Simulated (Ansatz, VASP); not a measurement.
# One calculation of Ti, two programs

```xyz
2
Lattice="3.0079 0.0000 0.0000 -1.5039 2.6049 0.0000 0.0000 0.0000 4.7718" Properties=species:S:1:pos:R:3 pbc="T T T"
Ti    1.5039    0.8683    3.5788
Ti    0.0000    1.7366    1.1929
```

Alike in both runs: task single point; functional revPBE; dispersion D3(BJ); k mesh 10 × 10 × 6; occupations fermi-dirac, width 0.05 eV; no spin polarisation.

|  | VASP | Ansatz |
| --- | --- | --- |
| version | VASP 6.6.1 | Ansatz 0.2.0 |
| potentials or method | VASP PAW PBE potentials, release 64 (Ti_sv) | Ansatz PAW |
| plane-wave cutoff (eV) | 520 | 420 |
| valence electrons in the cell | 24 | 24 |

```csv
,VASP,Ansatz,Ansatz less VASP
gap on the k mesh at the Fermi level (eV),none,none,-
pressure (GPa),-14.5,-14.3,+0.19
"traceless stress, the component that is largest in VASP (GPa)",-0.26,-0.26,0.000
```

VASP's potentials were made for PBE, not for revPBE. A gap of «none» marks a metal or a gap that the smearing closes.
